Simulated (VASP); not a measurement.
Set up this calculation in VASP 6.6.1, as the native input.

```
Task                   : single point
Functional             : PBE
Potentials or basis    : VASP PAW PBE potentials, release 64 (Mo_sv)
Cutoff                 : 520 eV
k mesh                 : 16 × 16 × 14
Occupations            : gaussian, width 0.1 eV
Spin                   : no spin polarisation
Dipole correction      : no
Further INCAR settings : ALGO = Fast; EDIFF = 1e-06; NBANDS = 13
```

The structure of Mo lies in POSCAR:

```
Mo
1.0
    2.7473278021      0.0092733802      0.0082065312
   -1.3656329182      2.3968167105      0.0432771643
    0.0076655421      0.0511036140      2.5945560346
Mo
1
Direct
    0.0000000000      0.0000000000      0.5000000000
```

This cell differs from its parent crystal: the cell strained at random.

The input as run:

INCAR

```
SYSTEM = Mo
  PREC = Accurate
  ENCUT = 520
  EDIFF = 1E-6
  ISMEAR = 0
  SIGMA = 0.1
  LREAL = .FALSE.
  LASPH = .TRUE.
  NELM = 100
  ALGO = Fast
  ISIF = 2
  LWAVE = .FALSE.
  LCHARG = .FALSE.
  GGA = PE
  NBANDS = 13
```

KPOINTS

```
Automatic mesh
0
G
  16 16 14
  0 0 0
```

Potentials or basis: VASP PAW PBE potentials, release 64 (Mo_sv).

Run with:

```sh
$ cat potpaw_PBE.64/Mo_sv/POTCAR > POTCAR
$ mpirun -np 1 vasp_std > vasp.out
```

Results of the run:

| Property | Result |
| --- | --- |
| Pressure | -3.1 GPa |
| Band gap on the k mesh | zero (bands 7 and 8 overlap by 1.72 eV) |

Caveat: the cell differs from its parent crystal (the cell strained at random); the cell stands under tension.

Wall time 5.1 min on 1 thread of Intel Xeon 8259CL, with other jobs on the host, peak memory 0.45 GiB.
